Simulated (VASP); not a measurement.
# ZnS in VASP: further runs

Runs on ZnS. Level: r2SCAN. Tasks: single point.

All numbers are computed with VASP 6.6.1; they aren't measurements. Logs are shortened: lines on timing, memory, paths and dates and some standing lists are left out, and cuts for length are marked.

## (1) The cell of the first run

The structure is tetragonal, space group I-4m2 (No. 119). Conventional cell: a = 3.810 Å, b = 3.810 Å, c = 5.367 Å, α = 90.00°, β = 90.00°, γ = 90.00°. Within 3.1 Å of Zn (site symmetry -4m2) lie 4 S at 2.33 Å. S (site symmetry -4m2) has 4 Zn at 2.33 Å within 3.1 Å.

## (2) Single point, r2SCAN (uniaxial x strain -0.4%)

Input file POSCAR:

```
ZnS
1.0
    0.0000000000      2.6940858343      2.6940858343
    2.6833094910      0.0000000000      2.6940858343
    2.6833094910      2.6940858343      0.0000000000
Zn S
1 1
Direct
    0.0000000000      0.0000000000      0.0000000000
    0.2500000000      0.2500000000      0.2500000000
```

Input file INCAR.step1:

```
SYSTEM = ZnS
PREC = Accurate ; ENCUT = 520
ISMEAR = 0 ; SIGMA = 0.01
LREAL = .FALSE. ; LASPH = .TRUE.
NELM = 80 ; NBANDS = 16
GGA = PE ; ALGO = Normal
EDIFF = 1E-4 ; LWAVE = .TRUE.
LCHARG = .FALSE.
```

Input file INCAR.step2:

```
SYSTEM = ZnS
PREC = Accurate ; ENCUT = 520
EDIFF = 1E-6 ; ISMEAR = 0
SIGMA = 0.01 ; LREAL = .FALSE.
LASPH = .TRUE. ; NELM = 80
ALGO = Normal ; ISIF = 2
LWAVE = .FALSE. ; LCHARG = .TRUE.
METAGGA = R2SCAN ; LMIXTAU = .TRUE.
LELF = .TRUE. ; LVHAR = .TRUE.
NBANDS = 16 ; ISTART = 1
```

Input file KPOINTS:

```
Automatic mesh
0
G
  8 8 8
  0 0 0
```

Potentials or basis: VASP PAW PBE potentials, release 64 (Zn, S).

The run is started by

```console
> cat potpaw_PBE.64/Zn/POTCAR potpaw_PBE.64/S/POTCAR > POTCAR
> cp INCAR.step1 INCAR
> mpirun -np 1 vasp_std > vasp.out
> cp INCAR.step2 INCAR
> mpirun -np 1 vasp_std > vasp.out
```

OUTCAR:

```text
SYSTEM = ZnS
   PREC = Accurate
   ENCUT = 520
   EDIFF = 1E-6
   ISMEAR = 0
   LREAL = .FALSE.
   LASPH = .TRUE.
   NELM = 80
   ISIF = 2
   METAGGA = R2SCAN
   ISTART = 1

 ion  position               nearest neighbor table
   1  0.000  0.000  0.000-   2 2.33   2 2.33   2 2.33   2 2.33
   2  0.250  0.250  0.250-   1 2.33   1 2.33   1 2.33   1 2.33

  LATTYP: Found a body centered tetragonal cell.
 ALAT       =     3.8100127251
 C/A-ratio  =     1.4085567081

  Lattice vectors:

 A1 = (  -2.6833094910,   0.0000000000,  -2.6940858343)
 A2 = (  -2.6833094910,   0.0000000000,   2.6940858343)
 A3 = (   2.6833094910,   2.6940858343,   0.0000000000)

Analysis of symmetry for initial positions (statically):
=====================================================================
 Subroutine PRICEL returns:
 Original cell was already a primitive cell.

 Routine SETGRP: Setting up the symmetry group for a
 body centered tetragonal supercell.

 Subroutine GETGRP returns: Found  8 space group operations
 (whereof  8 operations were pure point group operations)
 out of a pool of 16 trial point group operations.

The static configuration has the point symmetry D_2d.

Analysis of symmetry for dynamics (positions and initial velocities):
=====================================================================
 Subroutine PRICEL returns:
 Original cell was already a primitive cell.

 Routine SETGRP: Setting up the symmetry group for a
 body centered tetragonal supercell.

 Subroutine GETGRP returns: Found  8 space group operations
 (whereof  8 operations were pure point group operations)
 out of a pool of 16 trial point group operations.

The dynamic configuration has the point symmetry D_2d.

 Subroutine INISYM returns: Found  8 space group operations
 (whereof  8 operations are pure point group operations),
 and found     1 'primitive' translations

----------------------------------------------------------------------------------------

                                     Primitive cell

  volume of cell :      38.9514

  direct lattice vectors                    reciprocal lattice vectors
     0.000000000  2.694085834  2.694085834    -0.186337059  0.185591711  0.185591711
     2.683309491  0.000000000  2.694085834     0.186337059 -0.185591711  0.185591711
     2.683309491  2.694085834  0.000000000     0.186337059  0.185591711 -0.185591711

  length of vectors
     3.810012725  3.802400335  3.802400335     0.321885176  0.321885176  0.321885176

  position of ions in fractional coordinates (direct lattice)
     0.000000000  0.000000000  0.000000000
     0.250000000  0.250000000  0.250000000

  ion indices of the primitive-cell ions
   primitive index   ion index
                 1           1
                 2           2

----------------------------------------------------------------------------------------

 KPOINTS: Automatic mesh

Automatic generation of k-mesh.
 Grid dimensions read from file:
 generate k-points for:    8    8    8

 Generating k-lattice:

  Cartesian coordinates                     Fractional coordinates (reciprocal lattice)
    -0.023292132  0.023198964  0.023198964     0.125000000  0.000000000  0.000000000
     0.023292132 -0.023198964  0.023198964     0.000000000  0.125000000 -0.000000000
     0.023292132  0.023198964 -0.023198964     0.000000000 -0.000000000  0.125000000

  Length of vectors
     0.040235647  0.040235647  0.040235647

  Shift w.r.t. Gamma in fractional coordinates (k-lattice)
     0.000000000  0.000000000  0.000000000

 Subroutine IBZKPT returns following result:
 ===========================================

 Found     59 irreducible k-points:

 Following reciprocal coordinates:
            Coordinates               Weight
  0.000000  0.000000  0.000000      1.000000
  0.125000 -0.000000 -0.000000      8.000000
  0.250000 -0.000000 -0.000000      8.000000
  0.375000 -0.000000 -0.000000      8.000000
  0.500000 -0.000000 -0.000000      4.000000
  0.125000  0.125000  0.000000      4.000000
[... 16 lines left out ...]
  0.250000  0.125000  0.125000      4.000000
  0.375000  0.125000  0.125000      8.000000
 [... further k-points ...]
   k-points           NKPTS =     59   k-points in BZ     NKDIM =     59   number of bands    NBANDS=     16
   number of dos      NEDOS =    301   number of ions     NIONS =      2
   total plane-waves  NPLWV =  21952
   dimension x,y,z NGX =    28 NGY =   28 NGZ =   28
   dimension x,y,z NGXF=    56 NGYF=   56 NGZF=   56
   ions per type =               1   1
   NGX,Y,Z   is equivalent  to a cutoff of  12.22, 12.24, 12.24 a.u.
   NGXF,Y,Z  is equivalent  to a cutoff of  24.44, 24.48, 24.48 a.u.
 SYSTEM =  ZnS
   PREC   = accura    normal or accurate (medium, high low for compatibility)
   ISTART =      1    job   : 0-new  1-cont  2-samecut
   ICHARG =      0    charge: 1-file 2-atom 10-const
   ISPIN  =      1    spin polarized calculation?
   LNONCOLLINEAR =      F non collinear calculations
   LSORBIT =      F    spin-orbit coupling
   LASPH  =      T    aspherical Exc in radial PAW
   ENCUT  =  520.0 eV  38.22 Ry    6.18 a.u.   7.08  7.07  7.07*2*pi/ulx,y,z
   NELM   =     80;   NELMIN=  2; NELMDL=  0     # of ELM steps
   EDIFF  = 0.1E-05   stopping-criterion for ELM
   LREAL  =      F    real-space projection
   EDIFFG = 0.1E-04   stopping-criterion for IOM
   NSW    =      0    number of steps for IOM
   IBRION =     -1    ionic relax: 0-MD 1-quasi-New 2-CG
   NFREE  =      0    steps in history (QN), initial steepest desc. (CG)
   ISIF   =      2    stress and relaxation
   ISYM   =      2    0-nonsym 1-usesym 2-fastsym
   POTIM  = 0.5000    time-step for ionic-motion
   TEBEG  =    0.0;   TEEND  =   0.0 temperature during run
   PSTRESS=    0.0 pullay stress
   NELECT =      18.0000    total number of electrons
   NUPDOWN=      -1.0000    fix difference up-down
   EMIN   =  10.00;   EMAX   =-10.00  energy-range for DOS
   EFERMI =   0.00;   METHOD = LEGACY
   ISMEAR =     0;   SIGMA  =   0.01  broadening in eV -4-tet -1-fermi 0-gaus
   EFERMI_NEDOS =   21; number of points for ismear=-14 and -15
   IALGO  =     38    algorithm
   IMIX   =      4    mixing-type and parameters
     AMIX     =   0.40;   BMIX     =  1.00
     AMIX_MAG =   1.60;   BMIX_MAG =  1.00
  volume/ion in A,a.u.               =      19.48       131.43
  Fermi-wavevector in a.u.,A,eV,Ry     =   1.265682  2.391791 21.795851  1.601950
  Thomas-Fermi vector in A             =   2.398922
   LORBIT       =      0    0 simple, 1 ext, 2 COOP (PROOUT), +10 PAW based schemes
   METAGGA = R2SCAN    functional components
   LHFCALC =     F    Hartree Fock is set to
   AEXX    =    0.0000 exact exchange contribution
   IVDW    =     0    specifies the selected vdW correction
   LEPSILON=     F    determine dielectric tensor
   LRPA    =     F    only Hartree local field effects (RPA)
 non-spin polarized calculation
 Gauss-broadening in eV      SIGMA  =   0.01
  energy-cutoff  :      520.00
  volume of cell :       38.95
 maximum number of plane-waves:      1058
   NGX = 15   NGY = 15   NGZ = 15

 number of electron      18.0000009 magnetization

 Free energy of the ion-electron system (eV)
  ---------------------------------------------------
  ext. energy  EPLUGINS =         0.00000000
  ---------------------------------------------------
  free energy    TOTEN  =       -18.86599107 eV

  energy without entropy =      -18.86599107  energy(sigma->0) =      -18.86599107

 E-fermi :   2.0171     XC(G=0): -10.3492

 val. band max:        1.9617656914   @ k =   0.0000   0.0000   0.0000
 cond. band min:       4.6865947101   @ k =   0.0000   0.0000   0.0000
 fundamental gap:      2.7248290186
 Fermi energy:         2.0171053142

 k-point     1 :       0.0000    0.0000    0.0000
  band No.  band energies     occupation
      1     -11.8162      2.00000
      2      -4.6000      2.00000
      3      -4.5999      2.00000
      4      -4.5976      2.00000
      5      -4.0371      2.00000
      6      -4.0362      2.00000
[... 8 lines left out ...]
     15      14.3042      0.00000
     16      14.5711      0.00000

 k-point     2 :       0.1250   -0.0000   -0.0000
  band No.  band energies     occupation
      1     -11.6941      2.00000
      2      -4.5966      2.00000
      3      -4.5773      2.00000
      4      -4.5754      2.00000
      5      -4.0387      2.00000
      6      -4.0380      2.00000
[... 8 lines left out ...]
     15      13.6813      0.00000
     16      15.3683      0.00000

 k-point     3 :       0.2500   -0.0000   -0.0000
  band No.  band energies     occupation
      1     -11.3752      2.00000
      2      -4.5440      2.00000
      3      -4.5271      2.00000
      4      -4.5246      2.00000
      5      -4.0352      2.00000
      6      -4.0350      2.00000
[... 8 lines left out ...]
     15      13.4742      0.00000
     16      14.7870      0.00000

 k-point     4 :       0.3750   -0.0000   -0.0000
  band No.  band energies     occupation
      1     -11.0131      2.00000
      2      -4.4861      2.00000
      3      -4.4830      2.00000
      4      -4.3126      2.00000
      5      -4.0188      2.00000
      6      -4.0176      2.00000
[... 8 lines left out ...]
     15      14.6583      0.00000
     16      14.6702      0.00000
[... 324 lines left out ...]
 k-point    22 :       0.0000    0.1250    0.1250
  band No.  band energies     occupation
      1     -11.6526      2.00000
      2      -4.6169      2.00000
      3      -4.5580      2.00000
      4      -4.5580      2.00000
      5      -4.0533      2.00000
      6      -4.0252      2.00000
[... 8 lines left out ...]
     15      14.4504      0.00000
     16      15.9348      0.00000

 k-point    23 :       0.2500    0.1250    0.1250
  band No.  band energies     occupation
      1     -11.5062      2.00000
      2      -4.5871      2.00000
      3      -4.5492      2.00000
      4      -4.5285      2.00000
      5      -4.0530      2.00000
      6      -4.0245      2.00000
[... 8 lines left out ...]
     15      13.8952      0.00000
     16      16.5219      0.00000

 k-point    24 :       0.3750    0.1250    0.1250
  band No.  band energies     occupation
      1     -11.1679      2.00000
      2      -4.4977      2.00000
      3      -4.4949      2.00000
      4      -4.4672      2.00000
      5      -4.0527      2.00000
      6      -4.0069      2.00000
[... 8 lines left out ...]
     15      15.0028      0.00000
     16      16.0057      0.00000

 [... further k-points ...]

------------------------ aborting loop because EDIFF is reached ----------------------------------------

  FORCE on cell =-STRESS in cart. coord.  units (eV):
  Direction    XX          YY          ZZ          XY          YZ          ZX
  --------------------------------------------------------------------------------------
  -------------------------------------------------------------------------------------
  Total        0.1109873      0.0733688      0.0733688      0.0000000      0.0000000     -0.0000000
  in kB        4.5652050      3.0178541      3.0178541      0.0000000      0.0000000     -0.0000000
  external PRESSURE =       3.5336377 kB  Pullay stress =       0.0000000 kB

 VOLUME and BASIS-vectors are now :
 -----------------------------------------------------------------------------
  energy-cutoff  :      520.00
  volume of cell :       38.95
      direct lattice vectors                 reciprocal lattice vectors
     0.000000000  2.694085834  2.694085834    -0.186337059  0.185591711  0.185591711
     2.683309491  0.000000000  2.694085834     0.186337059 -0.185591711  0.185591711
     2.683309491  2.694085834  0.000000000     0.186337059  0.185591711 -0.185591711

 POSITION                                       TOTAL-FORCE (eV/Angst)
 -----------------------------------------------------------------------------------
      0.00000      0.00000      0.00000         0.000000     -0.000000     -0.000000
      1.34165      1.34704      1.34704         0.000000      0.000000      0.000000
 -----------------------------------------------------------------------------------
    total drift:                                0.000008      0.000012      0.000012

  FREE ENERGIE OF THE ION-ELECTRON SYSTEM (eV)
  ---------------------------------------------------
  free  energy   TOTEN  =       -18.8659910708 eV

  energy  without entropy=      -18.8659910708  energy(sigma->0) =      -18.86599107
```

It took 57 s on 1 thread of Intel Xeon 6975P-C (Granite Rapids), shared host; peak memory 0.18 GiB.

What came out:

```
Free energy            : -18.8660 eV
Pressure               : 0.4 GPa
Band gap on the k mesh : 2.72 eV
```

Caveat: the cell differs from its parent crystal (uniaxial x strain -0.4%); the PAW data sets were made with another functional, which shifts forces and pressure a little.

[end of part 1 of 2]
